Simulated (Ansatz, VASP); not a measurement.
One calculation of HgTe, two programs

File INCAR:

```
SYSTEM = HgTe
PREC = Accurate
ENCUT = 520
EDIFF = 1E-7
ISMEAR = -1
SIGMA = 0.03
LREAL = .False.
LASPH = .True.
NELM = 80
ALGO = Normal
ISIF = 2
LWAVE = .False.
LCHARG = .False.
GGA = PE
NBANDS = 16
```

KPOINTS

```
regular mesh
0
Gamma
  11 11 11
  0 0 0
```

Contents of POSCAR:

```
HgTe
1.0
    0.0000000000      3.1688538499      3.1688538499
    3.1688538499      0.0000000000      3.1688538499
    3.1688538499      3.1688538499      0.0000000000
Hg Te
1 1
Direct
    0.0000000000      0.0000000000      0.0000000000
    0.7500000000      0.7500000000      0.7500000000
```

Input for Ansatz:

```yaml
crystal:
  lattice:
    - [0.0, 3.1688538499, 3.1688538499]
    - [3.1688538499, 0.0, 3.1688538499]
    - [3.1688538499, 3.1688538499, 0.0]
  atoms:
    - { symbol: Hg, position: [0.0, 0.0, 0.0] }
    - { symbol: Te, position: [0.75, 0.75, 0.75] }
kpoints:
  mp_grid: { grid: [11, 11, 11] }
scf:
  occupations: { method: fermi_dirac, width: 0.03 }
hamiltonian:
  xc: pbe
  pseudopotentials: { kind: all_electron, lapw: { basis_error: 0.0005 } }
output:
  forces: true
  stress: true
  eigenvalues: true
```

Change from the starting cell: volume scaled by 0.95.

Alike in both runs: task single point; functional PBE; k mesh 11 × 11 × 11; occupations fermi-dirac, width 0.03 eV; no spin polarisation.

|  | VASP | Ansatz |
| --- | --- | --- |
| version | VASP 6.6.1 | Ansatz 0.2.0 |
| potentials or method | VASP PAW PBE potentials, release 64 (Hg, Te), cutoff 520 eV | all-electron LAPW, scalar-relativistic |

```tsv
	VASP	Ansatz	Ansatz less VASP
pressure (GPa)	7.3	7.2	-0.10
```

Ansatz ran all-electron here, and VASP with PAW potentials.

Spin-orbit coupling is off throughout.
